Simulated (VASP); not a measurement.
Here is a VASP 6.6.1 calculation.

Contents of INCAR:

```
ALGO = Normal
EDIFF = 1E-6
ENCUT = 500
GGA = PE
GGA_COMPAT = False
ISIF = 2
ISMEAR = 0
LASPH = True
LCHARG = False
LREAL = False
LWAVE = False
NBANDS = 19
NELM = 120
PREC = Accurate
SIGMA = 0.2
```

The input KPOINTS:

```
k-points
0
Gamma
  5 5 2
```

Contents of POSCAR:

```
Al3B2Sb
1.0
    3.6962800107      0.0000000000      0.0000000000
   -1.8481400054      3.2010723888      0.0000000000
    0.0000000000      0.0000000000      9.0984170906
Al B Sb
3 2 1
Direct
    0.6666666667      0.3333333333      0.3158767978
    0.3333333333      0.6666666667      0.0890790202
    0.0000000000      0.0000000000      0.5620986310
    0.3333333333      0.6666666667      0.3189752475
    0.6666666667      0.3333333333      0.5703855890
    0.0000000000      0.0000000000      0.8935847145
```

Potentials or basis: VASP PAW PBE potentials, release 64 (Al, B, Sb).

Run with:

```bash
$ cat potpaw_PBE.64/Al/POTCAR potpaw_PBE.64/B/POTCAR potpaw_PBE.64/Sb/POTCAR > POTCAR
$ mpirun -np 1 vasp_std > vasp.out
```

Estimate the band gap on the k mesh.

zero (bands 10 and 11 overlap by 3.15 eV).

What does it give for the pressure?

0.5 GPa.

What does it give for the largest force?

0.104 eV/Å.

Forces in eV/Å, atoms in the order of the input:
```
Al   0.000  0.000  0.031
Al   0.000  0.000  0.104
Al   0.000  0.000 -0.060
B    0.000  0.000  0.031
B    0.000  0.000 -0.045
Sb   0.000  0.000 -0.061
```

Caveat: the k points lie up to 0.39 Å⁻¹ apart, too coarse for converged energies and pressures of a metal; spin-orbit coupling is left out, which moves the levels of the heavy elements.
